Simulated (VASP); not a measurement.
# Be (P6_3/mmc) in VASP: notebook, part 2 of 2

VASP 6.6.1.

### Step 3. Single point, LDA

File INCAR:

```
SYSTEM = Be
  PREC = Accurate
  ENCUT = 520
  EDIFF = 1E-7
  ISMEAR = 1
  SIGMA = 0.03
  LREAL = .FALSE.
  LASPH = .TRUE.
  NELM = 100
  ALGO = Normal
  ISIF = 2
  LWAVE = .FALSE.
  LCHARG = .FALSE.
  NBANDS = 9
```

File KPOINTS:

```
Automatic mesh
0
G
  16 16 9
  0 0 0
```

File POSCAR:

```
Be
1.0
    2.2295160349      0.0000000000      0.0000000000
   -1.1147580175      1.9308175243      0.0000000000
    0.0000000000      0.0000000000      3.5083258361
Be
2
Direct
    0.3333333333      0.6666666667      0.2500000000
    0.6666666667      0.3333333333      0.7500000000
```

Potentials or basis: VASP PAW LDA potentials, release 64 (Be).

Run with:

```
$ cat potpaw_LDA.64/Be/POTCAR > POTCAR
$ mpirun -np 1 vasp_std > vasp.out
```

OUTCAR:

```text
SYSTEM = Be
   PREC = Accurate
   ENCUT = 520
   EDIFF = 1E-7
   ISMEAR = 1
   LREAL = .FALSE.
   LASPH = .TRUE.
   NELM = 100
   ISIF = 2

 ion  position               nearest neighbor table
   1  0.333  0.667  0.250-   2 2.18   2 2.18   2 2.18   2 2.18   2 2.18   2 2.18
   2  0.667  0.333  0.750-   1 2.18   1 2.18   1 2.18   1 2.18   1 2.18   1 2.18

  LATTYP: Found a hexagonal cell.
 ALAT       =     2.2295160349
 C/A-ratio  =     1.5735817914

  Lattice vectors:

 A1 = (   2.2295160349,   0.0000000000,   0.0000000000)
 A2 = (  -1.1147580175,   1.9308175243,   0.0000000000)
 A3 = (   0.0000000000,   0.0000000000,   3.5083258361)

Analysis of symmetry for initial positions (statically):
=====================================================================
 Subroutine PRICEL returns:
 Original cell was already a primitive cell.

 Routine SETGRP: Setting up the symmetry group for a
 hexagonal supercell.

 Subroutine GETGRP returns: Found 24 space group operations
 (whereof 12 operations were pure point group operations)
 out of a pool of 24 trial point group operations.

The static configuration has the point symmetry D_3d.
 The point group associated with its full space group is D_6h.

Analysis of symmetry for dynamics (positions and initial velocities):
=====================================================================
 Subroutine PRICEL returns:
 Original cell was already a primitive cell.

 Routine SETGRP: Setting up the symmetry group for a
 hexagonal supercell.

 Subroutine GETGRP returns: Found 24 space group operations
 (whereof 12 operations were pure point group operations)
 out of a pool of 24 trial point group operations.

The dynamic configuration has the point symmetry D_3d.
 The point group associated with its full space group is D_6h.

 Subroutine INISYM returns: Found 24 space group operations
 (whereof 12 operations are pure point group operations),
 and found     1 'primitive' translations

[... 120 lines left out ...]
   LHFCALC =     F    Hartree Fock is set to
   AEXX    =    0.0000 exact exchange contribution
   IVDW    =     0    specifies the selected vdW correction
   LEPSILON=     F    determine dielectric tensor
   LRPA    =     F    only Hartree local field effects (RPA)
 non-spin polarized calculation
 Methfessel and Paxton  Order N= 1 SIGMA  =   0.03
  energy-cutoff  :      520.00
  volume of cell :       15.10
 maximum number of plane-waves:       424
 NGX is ok and might be reduce to    18
   NGX =  9   NGY =  9   NGZ = 13

 number of electron       4.0000000 magnetization

 Free energy of the ion-electron system (eV)
  ---------------------------------------------------
  ext. energy  EPLUGINS =         0.00000000
  ---------------------------------------------------
  free energy    TOTEN  =        -8.42356966 eV

  energy without entropy =       -8.42352868  energy(sigma->0) =       -8.42355600

 E-fermi :   7.1062     XC(G=0): -10.7733

 val. band max:        7.0927475706   @ k =   0.3125   0.1250   0.0000
 cond. band min:       7.1193717104   @ k =   0.2500   0.2500   0.1111
 fundamental gap:      0.0266241398
 Fermi energy:         7.1061541273

 k-point     1 :       0.0000    0.0000    0.0000
  band No.  band energies     occupation
      1      -4.3016      2.00000
      2       2.5472      2.00000
      3       8.5492      0.00000
      4      23.4467      0.00000
      5      23.4467      0.00000
      6      26.3777      0.00000
      7      26.3777      0.00000
      8      28.4987      0.00000
      9      35.1402      0.00000
[... 265 lines left out ...]
 k-point    24 :       0.2500    0.1875    0.0000
  band No.  band energies     occupation
      1      -0.1243      2.00000
      2       8.0529      0.00000
      3       8.1611      0.00000
      4      11.1269      0.00000
      5      15.1645      0.00000
      6      19.3430      0.00000
      7      22.4789      0.00000
      8      23.5383      0.00000
      9      24.7698      0.00000

 [... further k-points ...]

------------------------ aborting loop because EDIFF is reached ----------------------------------------

  FORCE on cell =-STRESS in cart. coord.  units (eV):
  Direction    XX          YY          ZZ          XY          YZ          ZX
  --------------------------------------------------------------------------------------
  -------------------------------------------------------------------------------------
  Total        0.0534318      0.0534318      0.0179961     -0.0000000      0.0000000      0.0000000
  in kB        5.6683721      5.6683721      1.9091335     -0.0000000      0.0000000      0.0000000
  external PRESSURE =       4.4152925 kB  Pullay stress =       0.0000000 kB

 VOLUME and BASIS-vectors are now :
 -----------------------------------------------------------------------------
  energy-cutoff  :      520.00
  volume of cell :       15.10
      direct lattice vectors                 reciprocal lattice vectors
     2.229516035  0.000000000  0.000000000     0.448527835  0.258957666  0.000000000
    -1.114758018  1.930817524  0.000000000     0.000000000  0.517915332  0.000000000
     0.000000000  0.000000000  3.508325836     0.000000000  0.000000000  0.285036239

 POSITION                                       TOTAL-FORCE (eV/Angst)
 -----------------------------------------------------------------------------------
     -0.00000      1.28721      0.87708         0.000000     -0.000000      0.000000
      1.11476      0.64361      2.63124        -0.000000      0.000000      0.000000
 -----------------------------------------------------------------------------------
    total drift:                                0.000000     -0.000000      0.000000

  FREE ENERGIE OF THE ION-ELECTRON SYSTEM (eV)
  ---------------------------------------------------
  free  energy   TOTEN  =        -8.4235696600 eV

  energy  without entropy=       -8.4235286789  energy(sigma->0) =       -8.42355600
```

OSZICAR:

```text
N       E                     dE             d eps       ncg     rms          rms(c)
DAV:   1    -0.428584532521E+01   -0.42858E+01   -0.18423E+03  2764   0.368E+02
DAV:   2    -0.843097818264E+01   -0.41451E+01   -0.40308E+01  3923   0.463E+01
DAV:   3    -0.848085606044E+01   -0.49878E-01   -0.49667E-01  3006   0.343E+00
DAV:   4    -0.848091584308E+01   -0.59783E-04   -0.59782E-04  3235   0.981E-02
DAV:   5    -0.848091584924E+01   -0.61575E-08   -0.57051E-08  2977   0.124E-03    0.127E+00
DAV:   6    -0.844161280822E+01    0.39303E-01   -0.26475E-03  2997   0.338E-01    0.770E-01
DAV:   7    -0.842357913788E+01    0.18034E-01   -0.43339E-03  3185   0.423E-01    0.202E-02
DAV:   8    -0.842357075030E+01    0.83876E-05   -0.12621E-05  2956   0.278E-02    0.539E-03
DAV:   9    -0.842356966621E+01    0.10841E-05   -0.56263E-07  3228   0.572E-03    0.585E-04
DAV:  10    -0.842356966001E+01    0.62011E-08   -0.12575E-09  1704   0.288E-04
   1 F= -.84235697E+01 E0= -.84235560E+01  d E =-.409811E-04
```

Run time: 11 s. Hardware: 1 thread of Intel Xeon Platinum 8259CL at 2.50GHz (Skylake/Cascade Lake), shared host; peak memory 0.12 GiB.

Results:

- Free energy: -8.4236 eV
- Pressure: 0.4 GPa
- Band gap on the k mesh: zero (band 2 reaches 8.05 eV, above the bottom of band 3 at 6.47 eV)

Stress tensor (GPa, compression positive):
```
0.57 0.00 0.00
0.00 0.57 0.00
0.00 0.00 0.19
```

Levels at points of the mesh, in eV from the Fermi level:
| k point | band 1 | band 2 | band 3 | band 4 | band 5 |
| --- | --- | --- | --- | --- | --- |
| (0.00, 0.00, 0.00) | -11.41 | -4.56 | 1.44 | 16.34 | 16.34 |
| (0.50, 0.00, 0.00) | -5.11 | -3.08 | 3.73 | 6.71 | 7.12 |
